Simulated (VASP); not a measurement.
Wanted: the native input for a VASP 6.6.1 run.

* Task: single point
* Functional: r2SCAN
* Potentials or basis: VASP PAW PBE potentials, release 64 (B, As)
* Cutoff: 520 eV
* k mesh: 10 × 10 × 10
* Occupations: gaussian, width 0.02 eV
* Spin: no spin polarisation
* Dipole correction: no
* Further INCAR settings: ALGO = Normal; EDIFF = 1e-06; NBANDS = 11

The system is BAs.

```
B As
1.0
     0.00000    2.34309    2.34309
     2.34309    0.00000    2.34309
     2.34309    2.34309    0.00000
B As
1 1
Direct
  0.00000 0.00000 0.00000
  0.25000 0.25000 0.25000
```

This cell differs from its parent crystal: volume scaled by 0.94.

One way to write it, as run:

POSCAR

```
BAs
1.0
    0.0000000000      2.3430888568      2.3430888568
    2.3430888568      0.0000000000      2.3430888568
    2.3430888568      2.3430888568      0.0000000000
B As
1 1
Direct
    0.0000000000      0.0000000000      0.0000000000
    0.2500000000      0.2500000000      0.2500000000
```

INCAR.step1

```
  PREC = Accurate
  ENCUT = 520
  ISMEAR = 0
  SIGMA = 0.02
  LREAL = False
  LASPH = True
  NELM = 100
  NBANDS = 11
  GGA = PE
  ALGO = Normal
  EDIFF = 1E-4
  LWAVE = True
  LCHARG = False
```

INCAR.step2

```
  PREC = Accurate
  ENCUT = 520
  EDIFF = 1E-6
  ISMEAR = 0
  SIGMA = 0.02
  LREAL = False
  LASPH = True
  NELM = 100
  ALGO = Normal
  ISIF = 2
  LWAVE = False
  LCHARG = False
  METAGGA = R2SCAN
  LMIXTAU = True
  NBANDS = 11
  ISTART = 1
```

KPOINTS

```
Automatic mesh
0
Gamma
  10 10 10
```

Potentials or basis: VASP PAW PBE potentials, release 64 (B, As).

Run with:

```console
$ cat potpaw_PBE.64/B/POTCAR potpaw_PBE.64/As/POTCAR > POTCAR
$ cp INCAR.step1 INCAR
$ mpirun -np 1 vasp_std > vasp.out
$ cp INCAR.step2 INCAR
$ mpirun -np 1 vasp_std > vasp.out
```

Results of the run:

```json
{
  "Pressure": "10.3 GPa",
  "Band gap on the k mesh": "1.31 eV, indirect (least direct gap 3.51 eV)"
}
```

Caveat: the PAW data sets were made with another functional, which shifts forces and pressure a little.

It took 48 s on 1 thread of Intel(R) Xeon(R) Platinum 8488C (Sapphire Rapids), with other jobs on the host, peak memory 0.16 GiB.
